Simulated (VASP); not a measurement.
Input of a VASP 6.6.1 run:

The input INCAR:

```
  ALGO = Normal
  EDIFF = 1E-7
  EDIFFG = -0.04
  ENCUT = 600
  GGA = PE
  GGA_COMPAT = F
  IBRION = 2
  ISIF = 3
  ISMEAR = 0
  LASPH = T
  LCHARG = F
  LREAL = F
  LWAVE = F
  NELM = 120
  NELMIN = 4
  NSW = 60
  PREC = Accurate
  SIGMA = 0.1
```

File KPOINTS:

```
k-points
0
Gamma
  6 6 6
```

The input POSCAR:

```
AlCo
1.0
    2.8194030000      0.0000000000      0.0000000000
    0.0000000000      2.8194030000      0.0000000000
    0.0000000000      0.0000000000      2.8194030000
Al Co
1 1
Direct
    0.0000000000      0.0000000000      0.0000000000
    0.5000000000      0.5000000000      0.5000000000
```

Potentials or basis: VASP PAW PBE potentials, release 64 (Al, Co).

Command:

```bash
$ cat potpaw_PBE.64/Al/POTCAR potpaw_PBE.64/Co/POTCAR > POTCAR
$ mpirun -np 1 vasp_std > vasp.out
```

(1) Estimate the space group after relaxing (to 0.05 Å).

(2) What does it give for the relaxed volume?

(3) Predict the relaxed cell.

(4) What does it give for the band gap on the k mesh?

Answers

(1) Pm-3m (No. 221).

(2) 11.61 Å³/atom.

(3) a = 2.853 Å, b = 2.853 Å, c = 2.853 Å, α = 90.00°, β = 90.00°, γ = 90.00°.

(4) zero (band 6 reaches 12.92 eV, above the bottom of band 7 at 10.32 eV).

Caveat: the k points lie up to 0.37 Å⁻¹ apart in the final cell.
